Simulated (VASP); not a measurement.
Here is a VASP 6.6.1 calculation.

File POSCAR:

```
In
1.0
    3.3354847820      0.0000000000      0.0000000000
   -1.6677423910      2.8886145552      0.0000000000
    0.0000000000      0.0000000000      5.5091429200
In
2
Direct
    0.6666666667      0.3333333333      0.7500000000
    0.3333333333      0.6666666667      0.2500000000
```

Contents of INCAR.step1:

```
  PREC = Accurate
  ENCUT = 520
  EDIFF = 1E-5
  ISMEAR = -1
  SIGMA = 0.05
  LREAL = False
  LASPH = True
  NELM = 80
  ALGO = Normal
  ISIF = 2
  LWAVE = True
  GGA = PE
  NBANDS = 20
```

The input INCAR.step2:

```
  PREC = Accurate
  ENCUT = 520
  EDIFF = 1E-6
  ISMEAR = -1
  SIGMA = 0.05
  LREAL = False
  LASPH = True
  NELM = 80
  ALGO = Normal
  ISIF = 2
  LWAVE = False
  LCHARG = True
  GGA = PE
  LHFCALC = True
  AEXX = 0.25
  HFSCREEN = 0.3
  PRECFOCK = Normal
  LELF = True
  LVHAR = True
  ISTART = 1
  NBANDS = 20
```

KPOINTS

```
regular mesh
0
Gamma
  5 5 3
```

Potentials or basis: VASP PAW PBE potentials, release 64 (In_d).

Run with:

```bash
$ cat potpaw_PBE.64/In_d/POTCAR > POTCAR
$ cp INCAR.step1 INCAR
$ mpirun -np 1 vasp_std > vasp.out
$ cp INCAR.step2 INCAR
$ mpirun -np 1 vasp_std > vasp.out
```

(1) What does it give for the pressure?

(2) Predict the band gap on the k mesh.

Results:

(1) 0.1 GPa.

(2) zero (band 13 reaches 8.58 eV, above the bottom of band 14 at 6.20 eV).

Caveat: the k points lie up to 0.44 Å⁻¹ apart; the PAW data sets were made with another functional, which shifts forces and pressure a little; spin-orbit coupling is left out, which moves the levels of the heavy elements.
